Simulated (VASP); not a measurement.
Write the native input for VASP 6.6.1 that does the following.

```
Task                   : single point
Functional             : PBE
Potentials or basis    : VASP PAW PBE potentials, release 64 (Sn_d)
Cutoff                 : 520 eV
k mesh                 : 13 × 13 × 13
Occupations            : fermi-dirac, width 0.05 eV
Spin                   : no spin polarisation
Dipole correction      : no
Further INCAR settings : ALGO = Normal; EDIFF = 1e-07; NBANDS = 13
```

The structure of Sn lies in POSCAR:

```
Sn
1.0
   -1.7265390000      1.7755470000      2.3383420000
    1.7265390000     -1.7755470000      2.3383420000
    1.7265390000      1.7755470000     -2.3383420000
Sn
1
Direct
    0.0000000000      0.0000000000      0.0000000000
```

One way to write it, as run:

INCAR

```
SYSTEM = Sn
PREC = Accurate
ENCUT = 520
EDIFF = 1E-7
ISMEAR = -1
SIGMA = 0.05
LREAL = .FALSE.
LASPH = .TRUE.
NELM = 60
ALGO = Normal
ISIF = 2
LWAVE = .FALSE.
LCHARG = .FALSE.
GGA = PE
NBANDS = 13
```

KPOINTS

```
Automatic mesh
0
G
  13 13 13
  0 0 0
```

Potentials or basis: VASP PAW PBE potentials, release 64 (Sn_d).

Run with:

```sh
$ cat potpaw_PBE.64/Sn_d/POTCAR > POTCAR
$ mpirun -np 1 vasp_std > vasp.out
```

It gave:

```json
{
  "Pressure": "-1.0 GPa",
  "Band gap on the k mesh": "zero (band 7 reaches 14.54 eV, above the bottom of band 8 at 5.56 eV)"
}
```

Caveat: spin-orbit coupling is left out, which moves the levels of the heavy elements.

It took 2.2 min on 1 thread of Intel(R) Xeon(R) Platinum 8259CL CPU @ 2.50GHz (Skylake/Cascade Lake), on a shared host, peak memory 0.25 GiB.
